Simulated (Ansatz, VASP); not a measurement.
## Ge in VASP and in Ansatz

```xyz
6
Lattice="4.2321 0.0000 0.0000 0.0000 4.2321 0.0000 0.0000 0.0000 7.4343" Properties=species:S:1:pos:R:3 pbc="T T T"
Ge    0.0000    0.0000    1.8586
Ge    0.0000    0.0000    5.5757
Ge    2.8520    1.0362    3.7172
Ge    1.3802    3.1960    3.7172
Ge    3.1960    2.8520    0.0000
Ge    1.0362    1.3802    0.0000
```

Alike in both runs: functional PBE; k mesh 4 × 4 × 4; occupations gaussian, width 0.1 eV; no spin polarisation.

Ansatz relaxed the structure, and its values are those at the end. VASP's run is a single point on that final structure, the one shown.

|  | VASP | Ansatz |
| --- | --- | --- |
| version | VASP 6.6.1 | Ansatz 0.2.0 |
| potentials or method | VASP PAW PBE potentials, release 64 (Ge_d), cutoff 520 eV | scalar-relativistic, plane waves, PAW |
| valence electrons in the cell | 84 | 84 |

|  | VASP | Ansatz | Ansatz less VASP |
| --- | --- | --- | --- |
| gap on the k mesh at the Fermi level (eV) | none | none | - |
| pressure (GPa) | 0.0 | 0.0 | +0.02 |

A gap of «none» marks a metal or a gap that the smearing closes.

The k mesh is coarse, so the values compare programs but aren't converged.
